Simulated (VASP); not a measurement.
Wanted: the native input for a VASP 6.6.1 run.

- Task: single point
- Functional: PBE-based screened hybrid
- Potentials or basis: VASP PAW PBE potentials, release 64 (Sb)
- Cutoff: 520 eV
- k mesh: 5 × 5 × 5
- Occupations: fermi-dirac, width 0.05 eV
- Spin: no spin polarisation
- Dipole correction: no
- Grid for exact exchange (PRECFOCK): Normal
- Share of exact exchange: 0.3
- Further INCAR settings: ALGO = Normal; EDIFF = 1e-06; NBANDS = 8
- Screening parameter: 0.2 1/Å

Sb:

```xyz
1
Lattice="0.0000 2.3712 2.3712 2.3712 0.0000 2.3712 2.3712 2.3712 0.0000" Properties=species:S:1:pos:R:3 pbc="T T T"
Sb    0.0000    0.0000    0.0000
```

The input as run:

POSCAR

```
Sb
1.0
    0.0000000000      2.3712425216      2.3712425216
    2.3712425216      0.0000000000      2.3712425216
    2.3712425216      2.3712425216      0.0000000000
Sb
1
Direct
    0.0000000000      0.0000000000      0.0000000000
```

INCAR.step1

```
SYSTEM = Sb
PREC     = Accurate       ! precision mode
ENCUT    = 520            ! plane-wave cutoff, eV
EDIFF    = 1E-5           ! SCF threshold, eV
ISMEAR   = -1             ! smearing method
SIGMA    = 0.05           ! smearing width, eV
LREAL    = .False.        ! projectors in reciprocal space
LASPH    = .True.         ! aspherical terms in the spheres
NELM     = 100            ! most SCF steps
ALGO     = Normal         ! electronic algorithm
ISIF     = 2              ! what is computed and relaxed
LWAVE    = .True.         ! write WAVECAR
LCHARG   = .False.        ! write CHGCAR
GGA      = PE             ! functional
NBANDS   = 8              ! bands
```

INCAR.step2

```
SYSTEM = Sb
PREC     = Accurate       ! precision mode
ENCUT    = 520            ! plane-wave cutoff, eV
EDIFF    = 1E-6           ! SCF threshold, eV
ISMEAR   = -1             ! smearing method
SIGMA    = 0.05           ! smearing width, eV
LREAL    = .False.        ! projectors in reciprocal space
LASPH    = .True.         ! aspherical terms in the spheres
NELM     = 100            ! most SCF steps
ALGO     = Normal         ! electronic algorithm
ISIF     = 2              ! what is computed and relaxed
LWAVE    = .False.        ! write WAVECAR
LCHARG   = .False.        ! write CHGCAR
GGA      = PE             ! functional
LHFCALC  = .True.         ! exact exchange
AEXX     = 0.3            ! exact-exchange fraction
HFSCREEN = 0.2            ! screening, 1/A
PRECFOCK = Normal       
ISTART   = 1            
NBANDS   = 8              ! bands
```

KPOINTS

```
Automatic mesh
0
Gamma
  5 5 5
  0 0 0
```

Potentials or basis: VASP PAW PBE potentials, release 64 (Sb).

Command:

```sh
$ cat potpaw_PBE.64/Sb/POTCAR > POTCAR
$ cp INCAR.step1 INCAR
$ mpirun -np 1 vasp_std > vasp.out
$ cp INCAR.step2 INCAR
$ mpirun -np 1 vasp_std > vasp.out
```

Results of the run:

```
Pressure : -2.0 GPa
```

Caveat: the k points lie up to 0.46 Å⁻¹ apart; the PAW data sets were made with another functional, which shifts forces and pressure a little.

It took 72 s on 1 thread of Intel(R) Xeon(R) 6975P-C (Granite Rapids) (shared host), peak memory 0.25 GiB.
